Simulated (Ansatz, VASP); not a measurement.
WS2: VASP beside Ansatz

File POSCAR:

```
WS2
1.0
    3.1810953945      0.0000000000      0.0000000000
   -1.5905476972      2.7549094235      0.0000000000
    0.0000000000      0.0000000000     17.7135232446
W S
1 2
Direct
    0.3333333333      0.6666666667      0.0000000000
    0.6666666667      0.3333333333      0.9119869470
    0.6666666667      0.3333333333      0.0880130530
```

File INCAR.step1:

```
SYSTEM = WS2
ALGO = Normal
EDIFF = 1E-4
ENCUT = 520
GGA = PE
ISMEAR = 0
LASPH = .TRUE.
LCHARG = .FALSE.
LREAL = .FALSE.
LWAVE = .TRUE.
NBANDS = 20
NELM = 100
PREC = Accurate
SIGMA = 0.02
```

File INCAR.step2:

```
SYSTEM = WS2
ALGO = Normal
EDIFF = 1E-7
ENCUT = 520
ISIF = 2
ISMEAR = 0
ISTART = 1
LASPH = .TRUE.
LCHARG = .TRUE.
LELF = .TRUE.
LMIXTAU = .TRUE.
LREAL = .FALSE.
LVHAR = .TRUE.
LWAVE = .FALSE.
METAGGA = R2SCAN
NBANDS = 20
NELM = 100
PREC = Accurate
SIGMA = 0.02
```

Contents of KPOINTS:

```
k-points
0
G
  12 12 2
  0 0 0
```

Input for Ansatz:

```yaml
crystal:
  lattice:
    - [3.1810953945, 0.0, 0.0]
    - [-1.5905476972, 2.7549094235, 0.0]
    - [0.0, 0.0, 17.7135232446]
  atoms:
    - { symbol: W, position: [0.3333333333, 0.6666666667, 0.0] }
    - { symbol: S, position: [0.6666666667, 0.3333333333, 0.911986947] }
    - { symbol: S, position: [0.6666666667, 0.3333333333, 0.088013053] }
basis:
  ecutwfc: 500
kpoints:
  mp_grid: { grid: [12, 12, 2] }
  band_path: { path: [VBM, CBM], npoints: 2 }
hamiltonian:
  xc: r2scan
scf:
  occupations: { method: gaussian, width: 0.02 }
output:
  forces: true
  stress: true
  eigenvalues: true
checkpoint:
  read: start.run
  write: ck
  compress: false
  write_wavefunctions: false
  write_every: 100000
```

Alike in both runs: task single point; functional r2SCAN; k mesh 12 × 12 × 2; occupations gaussian, width 0.02 eV; no spin polarisation.

|  | VASP | Ansatz |
| --- | --- | --- |
| version | VASP 6.6.1 | Ansatz 0.2.0 |
| potentials or method | VASP PAW PBE potentials, release 64 (W_sv, S), cutoff 520 eV | scalar-relativistic, plane waves, PAW |
| valence electrons in the cell | 26 | 26 |

```tsv
	VASP	Ansatz	Ansatz less VASP
gap on the k mesh at the Fermi level (eV)	1.91	1.89	-0.015
least direct gap on the mesh (eV)	1.93	1.92	-0.004
rms of the force components (eV/Å)	0.012	0.001	-0.0110
```

VASP's potentials were made for PBE, not for r2SCAN. Atom by atom the forces differ by 0.011 eV/Å (rms over components).

Neither program's run includes spin-orbit coupling.
